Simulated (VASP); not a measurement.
Cr: single point with revPBE+D3(BJ)

Crystal: Cr.

```
Cr
1.0
    -1.40489    1.40489    1.40489
     1.40489   -1.40489    1.40489
     1.40489    1.40489   -1.40489
Cr
1
Direct
  0.00000 0.00000 0.00000
```

- Program: VASP 6.6.1
- Task: single point
- Functional: revPBE
- Dispersion: D3(BJ)
- Potentials or basis: VASP PAW PBE potentials, release 64 (Cr_pv)
- Cutoff: 500 eV
- k mesh: 12 × 12 × 12
- Occupations: fermi-dirac, width 0.05 eV
- Spin: collinear spin, ferromagnetic start
- Starting moments: [3.0] μB

| Quantity | Value |
| --- | --- |
| Pressure | -0.7 GPa |
| Band gap on the k mesh | zero (filled and empty bands overlap) |
| Net moment | 0.00 μB per cell |
| Valence electrons inside the program's atomic spheres | Cr 11.16 |
| Dispersion energy per atom | -0.987 eV |

Levels at points of the mesh, in eV from the Fermi level:
Spin up:
```csv
k point,band 4,band 5,band 6,band 7,band 8,band 9
"(0.00, 0.00, 0.00)",-8.00,-0.94,-0.94,-0.94,1.23,1.23
"(0.50, 0.00, 0.00)",-4.63,-2.58,1.21,1.24,1.60,3.02
"(0.50, 0.50, 0.50)",-4.55,-4.55,2.61,2.61,2.61,7.20
```
Spin down:
| k point | band 2 | band 3 | band 4 | band 5 | band 6 | band 7 | band 8 | band 9 | band 10 | band 11 |
| --- | --- | --- | --- | --- | --- | --- | --- | --- | --- | --- |
| (0.00, 0.00, 0.00) | -42.69 | -42.69 | -8.00 | -0.94 | -0.94 | -0.94 | 1.23 | 1.23 | 7.20 | 22.61 |
| (0.50, 0.00, 0.00) | -43.02 | -42.70 | -4.63 | -2.58 | 1.21 | 1.24 | 1.60 | 3.02 | 7.19 | 10.44 |
| (0.50, 0.50, 0.50) | -43.40 | -43.40 | -4.55 | -4.55 | 2.61 | 2.61 | 2.61 | 7.20 | 11.00 | 11.00 |

Run time: 14 s on 1 thread of Intel(R) Xeon(R) Platinum 8488C (Sapphire Rapids), on a shared host, peak memory 0.14 GiB.

Caveat: the moments typed at the start vanished in this run; the PAW data sets were made with another functional, which shifts forces and pressure a little.
